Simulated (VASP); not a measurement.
Write the native input for VASP 6.6.1 that does the following.

```yaml
Task: relaxation of cell and atoms
Functional: LDA
Potentials_or_basis: VASP PAW LDA potentials, release 64 (Sb)
Cutoff: 600 eV
k_mesh: 9 × 9 × 9
Occupations: fermi-dirac, width 0.05 eV
Spin: no spin polarisation
Dipole_correction: no
Further_INCAR_settings: ALGO = Normal; EDIFF = 1e-06; IBRION = 2; EDIFFG = -0.01; NSW = 100; ISIF = 3
```

The structure of Sb lies in POSCAR:

```
Sb
1.0
    2.1542000000      1.2437279500      3.7580000000
   -2.1542000000      1.2437279500      3.7580000000
    0.0000000000     -2.4874559000      3.7580000000
Sb
2
Direct
    0.2334900000      0.2334900000      0.2334900000
    0.7665100000      0.7665100000      0.7665100000
```

These files were run (other wordings do the same):

INCAR

```
SYSTEM = Sb
ALGO = Normal ; EDIFF = 1E-6
EDIFFG = -0.01 ; ENCUT = 600
IBRION = 2 ; ISIF = 3
ISMEAR = -1 ; LASPH = .TRUE.
LCHARG = .FALSE. ; LREAL = .FALSE.
LWAVE = .FALSE. ; NELM = 80
NSW = 100 ; PREC = Accurate
SIGMA = 0.05
```

KPOINTS

```
k-points
0
G
  9 9 9
  0 0 0
```

Potentials or basis: VASP PAW LDA potentials, release 64 (Sb).

Launch:

```sh
$ cat potpaw_LDA.64/Sb/POTCAR > POTCAR
$ mpirun -np 1 vasp_std > vasp.out
```

It gave:

The relaxed volume is 29.29 Å³/atom. The relaxed cell is a = 4.421 Å, b = 4.421 Å, c = 4.421 Å, α = 58.19°, β = 58.19°, γ = 58.19° and the space group after relaxing (to 0.05 Å) is R-3m (No. 166). The energy gained by relaxing is 4.9 meV/atom and the ionic steps are 9. The pressure after relaxing is 0.0 GPa. The band gap on the k mesh is 0.03 eV, indirect (least direct gap 0.43 eV).

Caveat: spin-orbit coupling is left out, which moves the levels of the heavy elements.

It took 62 s on 1 thread of Intel(R) Xeon(R) 6975P-C (Granite Rapids), on a shared host, peak memory 0.2 GiB.
